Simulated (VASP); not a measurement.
# NaH (I4/mmm) in VASP: notebook, part 2 of 2

VASP 6.6.1. The steps go on from the part before.

## 4. Single point, r2SCAN (15.43 Å³/atom)

This run uses another cell than the first one, of 15.43 Å³/atom.

Contents of POSCAR:

```
NaH
1.0
    0.0000000000      2.5059912078      2.4563725819
    2.5059912078      0.0000000000      2.4563725819
    2.5059912078      2.5059912078      0.0000000000
Na H
1 1
Direct
    0.0000000000      0.0000000000      0.0000000000
    0.5000000000      0.5000000000      0.5000000000
```

Contents of INCAR.step1:

```
SYSTEM = NaH
  PREC = Accurate
  ENCUT = 520
  ISMEAR = -1
  SIGMA = 0.2
  LREAL = .False.
  LASPH = .True.
  NELM = 60
  NBANDS = 11
  GGA = PE
  ALGO = Normal
  EDIFF = 1E-4
  LWAVE = .True.
  LCHARG = .False.
```

Contents of INCAR.step2:

```
SYSTEM = NaH
  PREC = Accurate
  ENCUT = 520
  EDIFF = 1E-7
  ISMEAR = -1
  SIGMA = 0.2
  LREAL = .False.
  LASPH = .True.
  NELM = 60
  ALGO = Normal
  ISIF = 2
  LWAVE = .False.
  LCHARG = .True.
  METAGGA = R2SCAN
  LMIXTAU = .True.
  LELF = .True.
  LVHAR = .True.
  NBANDS = 11
  ISTART = 1
```

Contents of KPOINTS:

```
Automatic mesh
0
Gamma
  10 10 10
  0 0 0
```

Potentials or basis: VASP PAW PBE potentials, release 64 (Na_pv, H).

Started as:

```bash
cat potpaw_PBE.64/Na_pv/POTCAR potpaw_PBE.64/H/POTCAR > POTCAR
cp INCAR.step1 INCAR
mpirun -np 1 vasp_std > vasp.out
cp INCAR.step2 INCAR
mpirun -np 1 vasp_std > vasp.out
```

OUTCAR:

```text
SYSTEM = NaH
   PREC = Accurate
   ENCUT = 520
   EDIFF = 1E-7
   ISMEAR = -1
   LREAL = .False.
   LASPH = .True.
   NELM = 60
   ISIF = 2
   METAGGA = R2SCAN
   ISTART = 1

 ion  position               nearest neighbor table
   1  0.000  0.000  0.000-
   2  0.500  0.500  0.500-

  LATTYP: Found a body centered tetragonal cell.
 ALAT       =     3.5440067533
 C/A-ratio  =     1.3862121338

  Lattice vectors:

 A1 = (   0.0000000000,  -2.5059912078,  -2.4563725819)
 A2 = (   0.0000000000,   2.5059912078,  -2.4563725819)
 A3 = (   2.5059912078,   0.0000000000,   2.4563725819)

Analysis of symmetry for initial positions (statically):
=====================================================================
 Subroutine PRICEL returns:
 Original cell was already a primitive cell.

 Routine SETGRP: Setting up the symmetry group for a
 body centered tetragonal supercell.

 Subroutine GETGRP returns: Found 16 space group operations
 (whereof 16 operations were pure point group operations)
 out of a pool of 16 trial point group operations.

The static configuration has the point symmetry D_4h.

Analysis of symmetry for dynamics (positions and initial velocities):
=====================================================================
 Subroutine PRICEL returns:
 Original cell was already a primitive cell.

 Routine SETGRP: Setting up the symmetry group for a
 body centered tetragonal supercell.

 Subroutine GETGRP returns: Found 16 space group operations
 (whereof 16 operations were pure point group operations)
 out of a pool of 16 trial point group operations.

The dynamic configuration has the point symmetry D_4h.

 Subroutine INISYM returns: Found 16 space group operations
 (whereof 16 operations are pure point group operations),
 and found     1 'primitive' translations

----------------------------------------------------------------------------------------

                                     Primitive cell

  volume of cell :      30.8520

  direct lattice vectors                    reciprocal lattice vectors
     0.000000000  2.505991208  2.456372582    -0.199521849  0.199521849  0.203552182
     2.505991208  0.000000000  2.456372582     0.199521849 -0.199521849  0.203552182
     2.505991208  2.505991208  0.000000000     0.199521849  0.199521849 -0.203552182

  length of vectors
     3.509096493  3.509096493  3.544006753     0.347924457  0.347924457  0.347924457

  position of ions in fractional coordinates (direct lattice)
     0.000000000  0.000000000  0.000000000
     0.500000000  0.500000000  0.500000000

  ion indices of the primitive-cell ions
   primitive index   ion index
                 1           1
                 2           2

----------------------------------------------------------------------------------------

 KPOINTS: Automatic mesh

Automatic generation of k-mesh.
 Grid dimensions read from file:
 generate k-points for:   10   10   10

 Generating k-lattice:

  Cartesian coordinates                     Fractional coordinates (reciprocal lattice)
    -0.019952185  0.019952185  0.020355218     0.100000000  0.000000000  0.000000000
     0.019952185 -0.019952185  0.020355218     0.000000000  0.100000000  0.000000000
     0.019952185  0.019952185 -0.020355218    -0.000000000 -0.000000000  0.100000000

  Length of vectors
     0.034792446  0.034792446  0.034792446

  Shift w.r.t. Gamma in fractional coordinates (k-lattice)
     0.000000000  0.000000000  0.000000000

 Subroutine IBZKPT returns following result:
 ===========================================

 Found    102 irreducible k-points:

 Following reciprocal coordinates:
            Coordinates               Weight
  0.000000  0.000000  0.000000      1.000000
  0.100000 -0.000000  0.000000      8.000000
  0.200000 -0.000000  0.000000      8.000000
  0.300000  0.000000  0.000000      8.000000
  0.400000  0.000000  0.000000      8.000000
  0.500000  0.000000  0.000000      4.000000
[... 16 lines left out ...]
  0.300000  0.300000  0.000000      2.000000
  0.400000  0.300000  0.000000      8.000000
 [... further k-points ...]
   k-points           NKPTS =    102   k-points in BZ     NKDIM =    102   number of bands    NBANDS=     11
   number of dos      NEDOS =    301   number of ions     NIONS =      2
   total plane-waves  NPLWV =  21952
   dimension x,y,z NGX =    28 NGY =   28 NGZ =   28
   dimension x,y,z NGXF=    56 NGYF=   56 NGZF=   56
   ions per type =               1   1
   NGX,Y,Z   is equivalent  to a cutoff of  13.27, 13.27, 13.13 a.u.
   NGXF,Y,Z  is equivalent  to a cutoff of  26.53, 26.53, 26.27 a.u.
 SYSTEM =  NaH
   PREC   = accura    normal or accurate (medium, high low for compatibility)
   ISTART =      1    job   : 0-new  1-cont  2-samecut
   ICHARG =      0    charge: 1-file 2-atom 10-const
   ISPIN  =      1    spin polarized calculation?
   LNONCOLLINEAR =      F non collinear calculations
   LSORBIT =      F    spin-orbit coupling
   LASPH  =      T    aspherical Exc in radial PAW
   ENCUT  =  520.0 eV  38.22 Ry    6.18 a.u.   6.52  6.52  6.59*2*pi/ulx,y,z
   NELM   =     60;   NELMIN=  2; NELMDL=  0     # of ELM steps
   EDIFF  = 0.1E-06   stopping-criterion for ELM
   LREAL  =      F    real-space projection
   EDIFFG = 0.1E-05   stopping-criterion for IOM
   NSW    =      0    number of steps for IOM
   IBRION =     -1    ionic relax: 0-MD 1-quasi-New 2-CG
   NFREE  =      0    steps in history (QN), initial steepest desc. (CG)
   ISIF   =      2    stress and relaxation
   ISYM   =      2    0-nonsym 1-usesym 2-fastsym
   POTIM  = 0.5000    time-step for ionic-motion
   TEBEG  =    0.0;   TEEND  =   0.0 temperature during run
   PSTRESS=    0.0 pullay stress
   NELECT =       8.0000    total number of electrons
   NUPDOWN=      -1.0000    fix difference up-down
   EMIN   =  10.00;   EMAX   =-10.00  energy-range for DOS
   EFERMI =   0.00;   METHOD = LEGACY
   ISMEAR =    -1;   SIGMA  =   0.20  broadening in eV -4-tet -1-fermi 0-gaus
   EFERMI_NEDOS =   21; number of points for ismear=-14 and -15
   IALGO  =     38    algorithm
   IMIX   =      4    mixing-type and parameters
     AMIX     =   0.40;   BMIX     =  1.00
     AMIX_MAG =   1.60;   BMIX_MAG =  1.00
  volume/ion in A,a.u.               =      15.43       104.10
  Fermi-wavevector in a.u.,A,eV,Ry     =   1.043944  1.972767 14.827878  1.089818
  Thomas-Fermi vector in A             =   2.178675
   LORBIT       =      0    0 simple, 1 ext, 2 COOP (PROOUT), +10 PAW based schemes
   METAGGA = R2SCAN    functional components
   LHFCALC =     F    Hartree Fock is set to
   AEXX    =    0.0000 exact exchange contribution
   IVDW    =     0    specifies the selected vdW correction
   LEPSILON=     F    determine dielectric tensor
   LRPA    =     F    only Hartree local field effects (RPA)
 non-spin polarized calculation
  energy-cutoff  :      520.00
  volume of cell :       30.85
 maximum number of plane-waves:       869
 NGX is ok and might be reduce to    28
   NGX = 13   NGY = 13   NGZ = 13

 number of electron       8.0000001 magnetization

 Free energy of the ion-electron system (eV)
  ---------------------------------------------------
  ext. energy  EPLUGINS =         0.00000000
  ---------------------------------------------------
  free energy    TOTEN  =        -7.57340179 eV

  energy without entropy =       -7.57338885  energy(sigma->0) =       -7.57339532

 E-fermi :   0.5943     XC(G=0):  -7.8137

 val. band max:       -1.6996715523   @ k =  -0.3000   0.5000   0.2000
 cond. band min:       2.5063746555   @ k =   0.5000   0.0000   0.0000
 fundamental gap:      4.2060462078
 Fermi energy:         0.5942830827

 k-point     1 :       0.0000    0.0000    0.0000
  band No.  band energies     occupation
      1     -24.7829      2.00000
      2     -24.7826      2.00000
      3     -24.7765      2.00000
      4      -5.0176      2.00000
      5       8.9301      0.00000
      6      13.9537      0.00000
      7      13.9537      0.00000
      8      14.0504      0.00000
      9      14.6824      0.00000
     10      14.6825      0.00000
     11      14.7176      0.00000
[... 309 lines left out ...]
 k-point    24 :       0.4000    0.3000    0.0000
  band No.  band energies     occupation
      1     -24.8246      2.00000
      2     -24.8017      2.00000
      3     -24.8009      2.00000
      4      -2.6729      2.00000
      5       4.5269      0.00000
      6       7.7461      0.00000
      7       9.5039      0.00000
      8      10.4991      0.00000
      9      12.3248      0.00000
     10      19.1973      0.00000
     11      20.5096      0.00000

 [... further k-points ...]

------------------------ aborting loop because EDIFF is reached ----------------------------------------

  FORCE on cell =-STRESS in cart. coord.  units (eV):
  Direction    XX          YY          ZZ          XY          YZ          ZX
  --------------------------------------------------------------------------------------
  -------------------------------------------------------------------------------------
  Total       -0.4871925     -0.4871925     -0.4220920      0.0000000     -0.0000000     -0.0000000
  in kB      -25.3004284    -25.3004284    -21.9196861      0.0000000     -0.0000000     -0.0000000
  external PRESSURE =     -24.1735143 kB  Pullay stress =       0.0000000 kB

 VOLUME and BASIS-vectors are now :
 -----------------------------------------------------------------------------
  energy-cutoff  :      520.00
  volume of cell :       30.85
      direct lattice vectors                 reciprocal lattice vectors
     0.000000000  2.505991208  2.456372582    -0.199521849  0.199521849  0.203552182
     2.505991208  0.000000000  2.456372582     0.199521849 -0.199521849  0.203552182
     2.505991208  2.505991208  0.000000000     0.199521849  0.199521849 -0.203552182

 POSITION                                       TOTAL-FORCE (eV/Angst)
 -----------------------------------------------------------------------------------
      0.00000      0.00000      0.00000        -0.000000      0.000000      0.000000
      2.50599      2.50599      2.45637         0.000000     -0.000000      0.000000
 -----------------------------------------------------------------------------------
    total drift:                               -0.000000      0.000000      0.000000

  FREE ENERGIE OF THE ION-ELECTRON SYSTEM (eV)
  ---------------------------------------------------
  free  energy   TOTEN  =        -7.5734017910 eV

  energy  without entropy=       -7.5733888480  energy(sigma->0) =       -7.57339532
```

It took 1.7 min on 1 thread of AMD EPYC 9R45 (Zen 5), shared host; peak memory 0.14 GiB.

Results:

| Property | Result |
| --- | --- |
| Free energy | -7.5734 eV |
| Pressure | -2.4 GPa |
| Band gap on the k mesh | 4.21 eV (least direct gap 5.01 eV) |

Caveat: the PAW data sets were made with another functional, which shifts forces and pressure a little.

## 5. Overview

```csv
cell,gap on the mesh (eV),pressure (GPa)
"a = 3.477, b = 3.477, c = 3.512 Å, angles 59.7, 59.7, 60.7°, 2 atoms",4.25,-1.9
"a = 3.545, b = 3.545, c = 3.474 Å, angles 60.7, 60.7, 58.7°, 2 atoms",4.20,-2.4
"a = 3.509, b = 3.509, c = 3.544 Å, angles 59.7, 59.7, 60.7°, 2 atoms",4.21,-2.4
```

Alike in all rows: task single point; level r2SCAN; potentials or basis VASP PAW PBE potentials, release 64 (Na_pv, H); no spin polarisation; k mesh 10 × 10 × 10; cutoff (eV) 520; smearing fermi-dirac 0.2 eV.

Caveats: the PAW data sets were made with another functional, which shifts forces and pressure a little.

Absolute energies hang on the potentials; compare differences alone.
